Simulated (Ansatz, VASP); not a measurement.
**Two plane-wave programs on Ga**

Contents of INCAR:

```
SYSTEM = Ga
  PREC = Accurate
  ENCUT = 520
  EDIFF = 1E-6
  ISMEAR = -1
  SIGMA = 0.05
  LREAL = .False.
  LASPH = .True.
  NELM = 150
  ALGO = Normal
  ISIF = 2
  LWAVE = .False.
  LCHARG = .False.
  LNONCOLLINEAR = .True.
  MAGMOM = 0 0 0 0 0 0
  LORBIT = 11
  LSORBIT = .True.
  GGA_COMPAT = .False.
  LORBMOM = .True.
  GGA = PS
  NBANDS = 38
```

Contents of KPOINTS:

```
Automatic mesh
0
Gamma
  10 10 8
  0 0 0
```

POSCAR

```
Ga
1.0
    1.4500000000     -4.0650000000      0.0000000000
    1.4500000000      4.0650000000      0.0000000000
    0.0000000000      0.0000000000      3.1700000000
Ga
2
Direct
    0.1330000000      0.8670000000      0.7500000000
    0.8670000000      0.1330000000      0.2500000000
```

input.yaml

```yaml
crystal:
  lattice:
    - [1.45, -4.065, 0.0]
    - [1.45, 4.065, 0.0]
    - [0.0, 0.0, 3.17]
  atoms:
    - { symbol: Ga, position: [0.133, 0.867, 0.75] }
    - { symbol: Ga, position: [0.867, 0.133, 0.25] }
hamiltonian:
  xc: pbesol
  pseudopotentials: { kind: paw_fr }
magnetization:
  noncollinear: true
  spin_orbit: true
kpoints:
  mp_grid: { grid: [10, 10, 8] }
  band_path:
    path:
      - [[0.0, 0.0, 0.0], [0.2818093587, 0.2818093587, 0.0], [0.0, 0.5, 0.0], [0.0, 0.5, 0.5], [0.2818093587, 0.2818093587, 0.5], [0.0, 0.0, 0.5], [0.0, 0.0, 0.0], [-0.5, 0.5, 0.0], [-0.2818093587, 0.7181906413, 0.0], [-0.2818093587, 0.7181906413, 0.5], [-0.5, 0.5, 0.5], [-0.5, 0.5, 0.0]]
      - [[0.0, 0.0, 0.5], [-0.5, 0.5, 0.5]]
    npoints: 14
scf:
  occupations: { method: fermi_dirac, width: 0.05 }
  n_extra_bands: 6
output:
  forces: true
  stress: true
  eigenvalues: true
  fatbands: false
  write_density: true
  write_potential: true
  elf: true
  volumetric_format: npy
```

Alike in both runs: functional PBEsol; k mesh 10 × 10 × 8; occupations fermi-dirac, width 0.05 eV; non-collinear spin, spin-orbit coupling.

```csv
,VASP,Ansatz
version,VASP 6.6.1,Ansatz 0.2.0
potentials or method,"VASP PAW PBE potentials, release 64 (Ga_d)",Ansatz PAW
plane-wave cutoff (eV),520,420
valence electrons in the cell,26,26
task,single point,band structure
```

|  | VASP | Ansatz | Ansatz less VASP |
| --- | --- | --- | --- |
| pressure (GPa) | -2.1 | -2.1 | -0.02 |
| traceless stress, the component that is largest in VASP (GPa) | -1.62 | -1.62 | -0.005 |
| rms of the force components (eV/Å) | 0.121 | 0.122 | +0.0006 |

VASP's potentials were made for PBE, not for PBEsol. Atom by atom the forces differ by 0.001 eV/Å (rms over components). With one functional, cell and mesh, what is left measures potentials, basis and numerics.
